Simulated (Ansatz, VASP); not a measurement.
One calculation of Ca, two programs

Contents of INCAR:

```
SYSTEM = Ca
  PREC = Accurate
  ENCUT = 520
  EDIFF = 1E-6
  ISMEAR = -1
  SIGMA = 0.1
  LREAL = .False.
  LASPH = .True.
  NELM = 100
  ALGO = Normal
  ISIF = 2
  LWAVE = .False.
  LCHARG = .False.
  GGA = B5
  ALDAX = 1.0
  AGGAX = 1.0
  AGGAC = 1.0
  ALDAC = 0.0
  NBANDS = 11
```

File KPOINTS:

```
Automatic mesh
0
Gamma
  11 11 11
  0 0 0
```

POSCAR

```
Ca
1.0
   -2.1664678769      2.1664678769      2.1664678769
    2.1664678769     -2.1664678769      2.1664678769
    2.1664678769      2.1664678769     -2.1664678769
Ca
1
Direct
    0.0000000000      0.0000000000      0.0000000000
```

Input for Ansatz:

```yaml
crystal:
  lattice:
    - [-2.1664678769, 2.1664678769, 2.1664678769]
    - [2.1664678769, -2.1664678769, 2.1664678769]
    - [2.1664678769, 2.1664678769, -2.1664678769]
  atoms:
    - { symbol: Ca, position: [0.0, 0.0, 0.0] }
hamiltonian:
  xc: blyp
  pseudopotentials:
    kind: paw
    azcp:
      Ca: "pseudopotentials/Ca.paw.azcp"
basis:
  ecutwfc: 420
  fft_grid_basis: typed
kpoints:
  mp_grid: { grid: [11, 11, 11], shift: [0, 0, 0] }
magnetization:
  spin_polarized: false
scf:
  occupations: { method: fermi_dirac, width: 0.1 }
  lower_state_search: "off"
output:
  stress: true
  write_density: true
  write_potential: true
  elf: true
  volumetric_format: npy
```

Alike in both runs: task single point; functional BLYP; k mesh 11 × 11 × 11; occupations fermi-dirac, width 0.1 eV; no spin polarisation.

|  | VASP | Ansatz |
| --- | --- | --- |
| version | VASP 6.6.1 | Ansatz 0.2.0 |
| potentials or method | VASP PAW PBE potentials, release 64 (Ca_sv), cutoff 520 eV | plane waves (420 eV) with PAW, scalar-relativistic |
| valence electrons in the cell | 10 | 10 |

```csv
,VASP,Ansatz,Ansatz less VASP
pressure (GPa),0.7,0.7,-0.02
```

VASP's potentials were made for PBE, not for BLYP.
